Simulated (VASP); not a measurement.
**Re: single point with PBEsol**

Crystal: Re.

```
Re
1.0
     2.71930    0.00000    0.00000
    -1.35965    2.35499    0.00000
     0.00000    0.00000    4.38810
Re
2
Cartesian
  0.0000 1.5700 1.0970
  1.3597 0.7850 3.2911
```

```json
{
  "Program": "VASP 6.6.1",
  "Task": "single point",
  "Functional": "PBEsol",
  "Potentials or basis": "VASP PAW PBE potentials, release 64 (Re)",
  "Cutoff": "520 eV",
  "k mesh": "20 × 20 × 12",
  "Occupations": "fermi-dirac, width 0.1 eV",
  "Spin": "no spin polarisation"
}
```

```json
{
 "Pressure": "15.4 GPa",
 "Band gap on the k mesh": "zero (bands 7 and 8 overlap by 3.62 eV)"
}
```

Stress tensor (GPa, compression positive):
```
15.45  0.00  0.00
 0.00 15.45  0.00
 0.00  0.00 15.33
```

Levels at points of the mesh, in eV from the Fermi level:
```csv
k point,band 4,band 5,band 6,band 7,band 8,band 9,band 10,band 11
"(0.00, 0.00, 0.00)",-1.72,-1.70,-0.81,-0.81,0.18,0.18,0.73,3.59
"(0.50, 0.00, 0.00)",-2.10,-1.76,-1.44,-0.62,4.26,4.71,4.84,6.50
"(0.00, 0.00, 0.50)",-2.52,-1.85,-1.85,-1.85,-1.85,2.73,2.73,2.73
"(0.50, 0.00, 0.50)",-4.38,0.40,0.40,1.03,1.03,4.60,4.60,5.11
```

Wall time 2.7 min on 1 thread of Oxide Virtual Turin-like Processor, with other jobs on the host, peak memory 0.19 GiB.

Caveat: the cell stands under pressure; the PAW data sets were made with another functional, which shifts forces and pressure a little; spin-orbit coupling is left out, which moves the levels of the heavy elements.
